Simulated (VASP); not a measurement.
Write the native input for VASP 6.6.1 that does the following.

```
Task                   : single point
Functional             : PBE
Potentials or basis    : VASP PAW PBE potentials, release 64 (Zn, Se, S)
Cutoff                 : 520 eV
k mesh                 : 6 × 6 × 1
Occupations            : gaussian, width 0.1 eV
Spin                   : no spin polarisation
Dipole correction      : no
Further INCAR settings : ALGO = Normal; EDIFF = 1e-07; NBANDS = 66
```

The structure of Zn3Se2S lies in POSCAR:

```
Zn3Se2S
1.0
    3.9800153000      0.0000000000      0.0000000000
   -1.9900077000      3.4467944000      0.0000000000
    0.0000000000      0.0000000000     19.6088582000
Zn Se S
6 4 2
Direct
    0.3333333000      0.6666667000      0.9970500000
    0.3333333000      0.6666667000      0.3399970000
    0.3333333000      0.6666667000      0.6685150000
    0.6666667000      0.3333333000      0.1685150000
    0.6666667000      0.3333333000      0.4970500000
    0.6666667000      0.3333333000      0.8399970000
    0.3333333000      0.6666667000      0.1240150000
    0.3333333000      0.6666667000      0.7950320000
    0.6666667000      0.3333333000      0.2950320000
    0.6666667000      0.3333333000      0.6240150000
    0.3333333000      0.6666667000      0.4603920000
    0.6666667000      0.3333333000      0.9603920000
```

These files were run (other wordings do the same):

INCAR

```
SYSTEM = Zn3Se2S
PREC = Accurate
ENCUT = 520
EDIFF = 1E-7
ISMEAR = 0
SIGMA = 0.1
LREAL = .FALSE.
LASPH = .TRUE.
NELM = 80
ALGO = Normal
ISIF = 2
LWAVE = .FALSE.
LCHARG = .FALSE.
GGA = PE
NBANDS = 66
```

KPOINTS

```
Automatic mesh
0
G
  6 6 1
  0 0 0
```

Potentials or basis: VASP PAW PBE potentials, release 64 (Zn, Se, S).

Run with:

```console
$ cat potpaw_PBE.64/Zn/POTCAR potpaw_PBE.64/Se/POTCAR potpaw_PBE.64/S/POTCAR > POTCAR
$ mpirun -np 1 vasp_std > vasp.out
```

It gave:

The pressure is 0.2 GPa and the largest force is 0.006 eV/Å. The band gap on the k mesh is 1.30 eV.

Wall time 2.3 min on 1 thread of Intel(R) Xeon(R) 6975P-C (Granite Rapids), on a shared host, peak memory 0.39 GiB.
